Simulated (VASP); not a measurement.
Write the native input for VASP 6.6.1 that does the following.

- Task: single point
- Functional: PBE
- Potentials or basis: VASP PAW PBE potentials, release 64 (Cs_sv, Pb_d, Cl)
- Cutoff: 520 eV
- k mesh: 6 × 6 × 6
- Occupations: gaussian, width 0.05 eV
- Spin: no spin polarisation
- Dipole correction: no
- Further INCAR settings: ALGO = Normal; EDIFF = 1e-07; NBANDS = 30

The structure of CsPbCl3 lies in POSCAR:

```
CsPbCl3
1.0
    5.7356751395      0.0000000000      0.0000000000
    0.0000000000      5.7356751395      0.0000000000
    0.0000000000      0.0000000000      5.6209616367
Cs Pb Cl
1 1 3
Direct
    0.0000000000      0.0000000000      0.0000000000
    0.5000000000      0.5000000000      0.5000000000
    0.0000000000      0.5000000000      0.5000000000
    0.5000000000      0.5000000000      0.0000000000
    0.5000000000      0.0000000000      0.5000000000
```

One way to write it, as run:

INCAR

```
SYSTEM = CsPbCl3
PREC     = Accurate       ! precision mode
ENCUT    = 520            ! plane-wave cutoff, eV
EDIFF    = 1E-7           ! SCF threshold, eV
ISMEAR   = 0              ! smearing method
SIGMA    = 0.05           ! smearing width, eV
LREAL    = .FALSE.        ! projectors in reciprocal space
LASPH    = .TRUE.         ! aspherical terms in the spheres
NELM     = 80             ! most SCF steps
ALGO     = Normal         ! electronic algorithm
ISIF     = 2              ! what is computed and relaxed
LWAVE    = .FALSE.        ! write WAVECAR
LCHARG   = .TRUE.         ! write CHGCAR
GGA      = PE             ! functional
LELF     = .TRUE.         ! ELF
LVHAR    = .TRUE.       
NBANDS   = 30             ! bands
```

KPOINTS

```
Automatic mesh
0
G
  6 6 6
  0 0 0
```

Potentials or basis: VASP PAW PBE potentials, release 64 (Cs_sv, Pb_d, Cl).

Run with:

```sh
$ cat potpaw_PBE.64/Cs_sv/POTCAR potpaw_PBE.64/Pb_d/POTCAR potpaw_PBE.64/Cl/POTCAR > POTCAR
$ mpirun -np 1 vasp_std > vasp.out
```

Results of the run:

The pressure is 0.4 GPa and the band gap on the k mesh is 2.09 eV.

Caveat: spin-orbit coupling is left out, which moves the levels of the heavy elements.

Wall time 2.1 min on 1 thread of Intel(R) Xeon(R) 6975P-C (Granite Rapids) (shared host), peak memory 0.43 GiB.
